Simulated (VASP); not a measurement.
## Be2N: single point with HSE06

The system is Be2N.

```xyz
3
Lattice="3.0968 0.0000 0.0000 -1.5484 2.6819 0.0000 0.0000 0.0000 3.0975" Properties=species:S:1:pos:R:3 pbc="T T T"
Be    0.0000    1.7879    1.5488
Be    1.5484    0.8940    1.5488
N     0.0000    0.0000    0.0000
```

- Program: VASP 6.6.1
- Task: single point
- Functional: HSE06
- Potentials or basis: VASP PAW PBE potentials, release 64 (Be, N)
- Cutoff: 520 eV
- k mesh: 5 × 5 × 5
- Occupations: methfessel-paxton, width 0.05 eV
- Spin: no spin polarisation
- Dipole correction: no
- Grid for exact exchange (PRECFOCK): Normal
- Further INCAR settings: ALGO = Normal; EDIFF = 1e-06; NBANDS = 12
- Share of exact exchange: 0.25
- Screening parameter: 0.2079 1/Å

```yaml
Pressure: 0.3 GPa
Band_gap_on_the_k_mesh: zero (an odd number of electrons rules out a gap without spin polarisation)
```

Stress tensor (GPa, compression positive):
```
 30.43   0.00   0.00
  0.00  30.43   0.00
  0.00   0.00 -59.92
```

Levels at points of the mesh, in eV from the Fermi level:
| k point | band 3 | band 4 | band 5 | band 6 | band 7 | band 8 |
| --- | --- | --- | --- | --- | --- | --- |
| (0.00, 0.00, 0.00) | -2.59 | -1.70 | -1.70 | 3.37 | 3.37 | 8.28 |

Wall time 3.2 min on 1 thread of Intel(R) Xeon(R) Platinum 8375C CPU @ 2.90GHz (Ice Lake), with other jobs on the host, peak memory 0.24 GiB.

Caveat: the k points lie up to 0.47 Å⁻¹ apart, too coarse for converged energies and pressures of a metal; the PAW data sets were made with another functional, which shifts forces and pressure a little.
